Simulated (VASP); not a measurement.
Input of a VASP 6.6.1 run:

The input INCAR:

```
PREC     = Accurate       # precision mode
ENCUT    = 520            # plane-wave cutoff, eV
EDIFF    = 1E-6           # SCF threshold, eV
ISMEAR   = 0              # smearing method
SIGMA    = 0.15           # smearing width, eV
LREAL    = F              # projectors in reciprocal space
LASPH    = T              # aspherical terms in the spheres
NELM     = 60             # most SCF steps
ALGO     = Fast           # electronic algorithm
ISIF     = 2              # what is computed and relaxed
LWAVE    = F              # write WAVECAR
LCHARG   = F              # write CHGCAR
GGA      = PE             # functional
NBANDS   = 13             # bands
```

File KPOINTS:

```
Automatic mesh
0
Gamma
  22 22 22
```

The input POSCAR:

```
Mo
1.0
   -1.4404935493      1.6678144762      1.6678144762
    1.6678144762     -1.4404935493      1.6678144762
    1.6678144762      1.6678144762     -1.4404935493
Mo
1
Direct
    0.0000000000      0.0000000000      0.0000000000
```

Potentials or basis: VASP PAW PBE potentials, release 64 (Mo_sv).

The run is started by

```sh
$ cat potpaw_PBE.64/Mo_sv/POTCAR > POTCAR
$ mpirun -np 1 vasp_std > vasp.out
```

Q: Estimate the band gap on the k mesh.

A: Zero (band 7 reaches 11.49 eV, above the bottom of band 8 at 9.44 eV).

Q: Estimate the pressure.

A: -23.3 GPa.

Stress tensor (GPa, compression positive):
```
-23.33  -6.06  -6.06
 -6.06 -23.33  -6.06
 -6.06  -6.06 -23.33
```
